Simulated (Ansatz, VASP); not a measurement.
AlRu in VASP and in Ansatz

File INCAR:

```
SYSTEM = AlRu
PREC = Accurate
ENCUT = 520
EDIFF = 1E-6
ISMEAR = 0
SIGMA = 0.15
LREAL = .False.
LASPH = .True.
NELM = 80
ALGO = Fast
ISIF = 2
LWAVE = .False.
LCHARG = .False.
GGA = PE
NBANDS = 34
```

File KPOINTS:

```
Automatic mesh
0
Gamma
  20 20 7
  0 0 0
```

Contents of POSCAR:

```
AlRu
1.0
    0.0000000000     -3.0040847246      0.0000000000
    0.0000000000      0.0000000000     -3.0040847246
    9.2622541738      0.0000000000      0.0000000000
Al Ru
3 3
Direct
    0.0000000000      0.0000000000      0.2432359658
    0.0000000000      0.0000000000      0.5675722092
    0.0000000000      0.0000000000      0.8919084527
    0.5000000000      0.5000000000      0.0810678441
    0.5000000000      0.5000000000      0.4054040875
    0.5000000000      0.5000000000      0.7297403309
```

Input for Ansatz:

```yaml
crystal:
  lattice:
    - [0.0, -3.0040847246, 0.0]
    - [0.0, 0.0, -3.0040847246]
    - [9.2622541738, 0.0, 0.0]
  atoms:
    - { symbol: Al, position: [0.0, 0.0, 0.2432359658] }
    - { symbol: Al, position: [0.0, 0.0, 0.5675722092] }
    - { symbol: Al, position: [0.0, 0.0, 0.8919084527] }
    - { symbol: Ru, position: [0.5, 0.5, 0.0810678441] }
    - { symbol: Ru, position: [0.5, 0.5, 0.4054040875] }
    - { symbol: Ru, position: [0.5, 0.5, 0.7297403309] }
basis:
  ecutwfc: 420
kpoints:
  mp_grid: { grid: [20, 20, 7] }
hamiltonian:
  xc: pbe
scf:
  occupations: { method: gaussian, width: 0.15 }
output:
  forces: true
  stress: true
  eigenvalues: true
  write_density: true
  write_potential: true
  elf: true
  volumetric_format: npy
```

Alike in both runs: task single point; functional PBE; k mesh 20 × 20 × 7; occupations gaussian, width 0.15 eV; no spin polarisation.

|  | VASP | Ansatz |
| --- | --- | --- |
| version | VASP 6.6.1 | Ansatz 0.2.0 |
| potentials or method | VASP PAW PBE potentials, release 64 (Al, Ru_pv), cutoff 520 eV | scalar-relativistic, plane waves, PAW |
| valence electrons in the cell | 51 | 57 |

VASP gave:

- gap on the k mesh at the Fermi level (eV): none
- pressure (GPa): -4.4
- traceless stress, the component that is largest in VASP (GPa): -2.68
- rms of the force components (eV/Å): 0.327

Problem. Which values does Ansatz return?

Solution. gap on the k mesh at the Fermi level (eV): none; pressure (GPa): -4.3; traceless stress, the component that is largest in VASP (GPa): -2.68; rms of the force components (eV/Å): 0.326.

Atom by atom the forces differ by 0.001 eV/Å (rms over components). A gap of «none» marks a metal or a gap that the smearing closes. VASP's potentials hold 51 valence electrons a cell and Ansatz's 57, so a difference there can come from the potentials and not from the codes.
